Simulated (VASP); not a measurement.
Wanted: the native input for a VASP 6.6.1 run.

- Task: single point
- Functional: PBE
- Potentials or basis: VASP PAW PBE potentials, release 64 (Pt)
- Cutoff: 520 eV
- k mesh: 17 × 17 × 17
- Occupations: fermi-dirac, width 0.05 eV
- Spin: no spin polarisation
- Dipole correction: no
- Further INCAR settings: ALGO = Normal; EDIFF = 1e-06; NBANDS = 11

The structure of Pt lies in POSCAR:

```
Pt
1.0
    0.0000000000      1.9930064708      1.9930064708
    1.9930064708      0.0000000000      1.9930064708
    1.9930064708      1.9930064708      0.0000000000
Pt
1
Direct
    0.0000000000      0.0000000000      0.0000000000
```

One way to write it, as run:

INCAR

```
PREC     = Accurate       # precision mode
ENCUT    = 520            # plane-wave cutoff, eV
EDIFF    = 1E-6           # SCF threshold, eV
ISMEAR   = -1             # smearing method
SIGMA    = 0.05           # smearing width, eV
LREAL    = F              # projectors in reciprocal space
LASPH    = T              # aspherical terms in the spheres
NELM     = 60             # most SCF steps
ALGO     = Normal         # electronic algorithm
ISIF     = 2              # what is computed and relaxed
LWAVE    = F              # write WAVECAR
LCHARG   = F              # write CHGCAR
GGA      = PE             # functional
NBANDS   = 11             # bands
```

KPOINTS

```
regular mesh
0
Gamma
  17 17 17
```

Potentials or basis: VASP PAW PBE potentials, release 64 (Pt).

Command:

```sh
$ cat potpaw_PBE.64/Pt/POTCAR > POTCAR
$ mpirun -np 1 vasp_std > vasp.out
```

It gave:

| Property | Result |
| --- | --- |
| Pressure | -3.3 GPa |
| Band gap on the k mesh | zero (band 5 reaches 10.76 eV, above the bottom of band 6 at 8.76 eV) |

Caveat: spin-orbit coupling is left out, which moves the levels of the heavy elements.

Run time: 8.6 s on 1 thread of Intel(R) Xeon(R) 6975P-C (Granite Rapids) (shared host), peak memory 0.16 GiB.
